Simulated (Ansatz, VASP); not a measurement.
LiNbO3 in VASP and in Ansatz

The input INCAR:

```
PREC = Accurate
ENCUT = 750
EDIFF = 1E-6
ISMEAR = 0
SIGMA = 0.01
LREAL = F
LASPH = T
NELM = 120
ALGO = Normal
ISIF = 2
LWAVE = F
LCHARG = F
GGA = PE
NBANDS = 45
GGA_COMPAT = F
```

File KPOINTS:

```
Automatic mesh
0
Gamma
  7 7 7
```

Contents of POSCAR:

```
LiNbO3
1.0
    2.5949501352      1.4981951591      4.6722232478
   -2.5949501352      1.4981951591      4.6722232478
    0.0000000000     -2.9963903182      4.6722232478
Li Nb O
2 2 6
Direct
    0.7183927787      0.7182247405      0.7183542361
    0.2183927780      0.2183542359      0.2182247407
    0.9995011379      0.9998472753      0.9998926833
    0.4995011372      0.4998926829      0.4998472756
    0.2781285333      0.6424619270      0.8886693898
    0.6419945357      0.8893460118      0.2792152346
    0.8901680294      0.2788002957      0.6415582259
    0.3901680287      0.1415582256      0.7788002965
    0.7781285339      0.3886693891      0.1424619268
    0.1419945351      0.7792152348      0.3893460120
```

Input for Ansatz:

```yaml
crystal:
  lattice:
    - [2.5949501352, 1.4981951591, 4.6722232478]
    - [-2.5949501352, 1.4981951591, 4.6722232478]
    - [0.0, -2.9963903182, 4.6722232478]
  atoms:
    - { symbol: Li, position: [0.7183927787, 0.7182247405, 0.7183542361] }
    - { symbol: Li, position: [0.218392778, 0.2183542359, 0.2182247407] }
    - { symbol: Nb, position: [0.9995011379, 0.9998472753, 0.9998926833] }
    - { symbol: Nb, position: [0.4995011372, 0.4998926829, 0.4998472756] }
    - { symbol: O, position: [0.2781285333, 0.642461927, 0.8886693898] }
    - { symbol: O, position: [0.6419945357, 0.8893460118, 0.2792152346] }
    - { symbol: O, position: [0.8901680294, 0.2788002957, 0.6415582259] }
    - { symbol: O, position: [0.3901680287, 0.1415582256, 0.7788002965] }
    - { symbol: O, position: [0.7781285339, 0.3886693891, 0.1424619268] }
    - { symbol: O, position: [0.1419945351, 0.7792152348, 0.389346012] }
basis:
  ecutwfc: 550.0
  ecutrho_ratio: 4
  xc_grid: 2
  precision: f64
hamiltonian:
  pseudopotentials: { kind: paw, azcp: { folder: soft_1 } }
scf:
  max_iter: 100
  self_checks: high
  occupations: { method: fixed }
kpoints:
  mp_grid: { grid: [7, 7, 7] }
  band_path: { path: [VBM, CBM], npoints: 1 }
checkpoint:
  write: "../edges.s1.run"
  compress: false
  write_wavefunctions: true
  write_every: 100000
```

Alike in both runs: task single point; functional PBE; k mesh 7 × 7 × 7; no spin polarisation.

|  | VASP | Ansatz |
| --- | --- | --- |
| version | VASP 6.6.1 | Ansatz 0.2.0 |
| potentials or method | VASP PAW PBE potentials, release 64 (Li_sv, Nb_sv, O), cutoff 750 eV | plane-wave PAW DFT |
| occupations | gaussian, width 0.01 eV | fixed |
| valence electrons in the cell | 68 | 68 |

```csv
,VASP,Ansatz,Ansatz less VASP
gap on the k mesh at the Fermi level (eV),3.53,3.54,+0.011
```
